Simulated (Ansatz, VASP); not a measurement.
**HfC: VASP beside Ansatz**

The input POSCAR:

```
HfC
1.0
    0.0000000000      2.3433725330      2.3433725330
    2.3433725330      0.0000000000      2.3433725330
    2.3433725330      2.3433725330      0.0000000000
Hf C
1 1
Direct
    0.5000000000      0.5000000000      0.5000000000
    0.0000000000      0.0000000000      0.0000000000
```

Contents of INCAR.step1:

```
SYSTEM = HfC
PREC     = Accurate       ! precision mode
ENCUT    = 520            ! plane-wave cutoff, eV
ISMEAR   = 0              ! smearing method
SIGMA    = 0.1            ! smearing width, eV
LREAL    = .FALSE.        ! projectors in reciprocal space
LASPH    = .TRUE.         ! aspherical terms in the spheres
NELM     = 100            ! most SCF steps
NBANDS   = 14             ! bands
GGA      = PE             ! functional
ALGO     = Normal         ! electronic algorithm
EDIFF    = 1E-4           ! SCF threshold, eV
LWAVE    = .TRUE.         ! write WAVECAR
LCHARG   = .FALSE.        ! write CHGCAR
```

Contents of INCAR.step2:

```
SYSTEM = HfC
PREC     = Accurate       ! precision mode
ENCUT    = 520            ! plane-wave cutoff, eV
EDIFF    = 1E-6           ! SCF threshold, eV
ISMEAR   = 0              ! smearing method
SIGMA    = 0.1            ! smearing width, eV
LREAL    = .FALSE.        ! projectors in reciprocal space
LASPH    = .TRUE.         ! aspherical terms in the spheres
NELM     = 100            ! most SCF steps
ALGO     = Normal         ! electronic algorithm
ISIF     = 2              ! what is computed and relaxed
LWAVE    = .FALSE.        ! write WAVECAR
LCHARG   = .FALSE.        ! write CHGCAR
METAGGA  = R2SCAN         ! meta-GGA
LMIXTAU  = .TRUE.       
NBANDS   = 14             ! bands
ISTART   = 1
```

The input KPOINTS:

```
Automatic mesh
0
G
  16 16 16
  0 0 0
```

Input for Ansatz:

```yaml
crystal:
  lattice:
    - [0.0, 2.343372533, 2.343372533]
    - [2.343372533, 0.0, 2.343372533]
    - [2.343372533, 2.343372533, 0.0]
  atoms:
    - { symbol: Hf, position: [0.5, 0.5, 0.5] }
    - { symbol: C, position: [0.0, 0.0, 0.0] }
basis:
  ecutwfc: 500
kpoints:
  mp_grid: { grid: [16, 16, 16] }
hamiltonian:
  xc: r2scan
scf:
  occupations: { method: gaussian, width: 0.1 }
output:
  forces: true
  stress: true
  eigenvalues: true
```

Alike in both runs: task single point; functional r2SCAN; k mesh 16 × 16 × 16; occupations gaussian, width 0.1 eV; no spin polarisation.

|  | VASP | Ansatz |
| --- | --- | --- |
| version | VASP 6.6.1 | Ansatz 0.2.0 |
| potentials or method | VASP PAW PBE potentials, release 64 (Hf_pv, C), cutoff 520 eV | scalar-relativistic, plane waves, PAW |
| valence electrons in the cell | 14 | 30 |

|  | VASP | Ansatz | Ansatz less VASP |
| --- | --- | --- | --- |
| gap on the k mesh at the Fermi level (eV) | none | none | - |
| pressure (GPa) | -8.0 | -6.8 | +1.14 |

VASP's potentials were made for PBE, not for r2SCAN. A gap of «none» marks a metal or a gap that the smearing closes. VASP's potentials hold 14 valence electrons a cell and Ansatz's 30, so a difference there can come from the potentials and not from the codes.

Neither program's run includes spin-orbit coupling.
